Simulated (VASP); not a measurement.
The system is C.

```
C
1.0
     0.00000    1.82332    1.61619
     1.82332    0.00000    1.61619
     1.82332    1.82332    0.00000
C
2
Direct
  0.50000 0.50000 0.50000
  0.75000 0.75000 0.75000
```

This cell differs from its parent crystal: volume 5.373 Å^3 an atom, c/a of the conventional cell 0.8864.

Base run:

```yaml
Program: VASP 6.6.1
Functional: LDA
Potentials_or_basis: VASP PAW LDA potentials, release 64 (C_h)
Cutoff: 910 eV
k_mesh: 12 × 12 × 12
Occupations: gaussian, width 0.05 eV
Spin: no spin polarisation
```

Its results: band gap on the k mesh 1.23 eV, indirect (least direct gap 3.75 eV); pressure 12.8 GPa.

**Question.** The run is repeated on the same cell with these changes: potentials or basis from VASP PAW LDA potentials, release 64 (C_h) to VASP PAW LDA potentials, release 64 (C); cutoff from 910 eV to 520 eV; further incar settings from ALGO = Normal; EDIFF = 1e-06; NBANDS = 11 to ALGO = Normal; EDIFF = 1e-07; NBANDS = 11. What comes out?

**Answer.** Band gap on the k mesh 1.23 eV, indirect (least direct gap 3.74 eV); pressure 13.8 GPa.

Caveats: the cutoff is under 1.25 times the usual one of these potentials, so pressure, stress and relaxed cells hold a basis-set (Pulay) error (some runs).

A k mesh can miss the band edges.
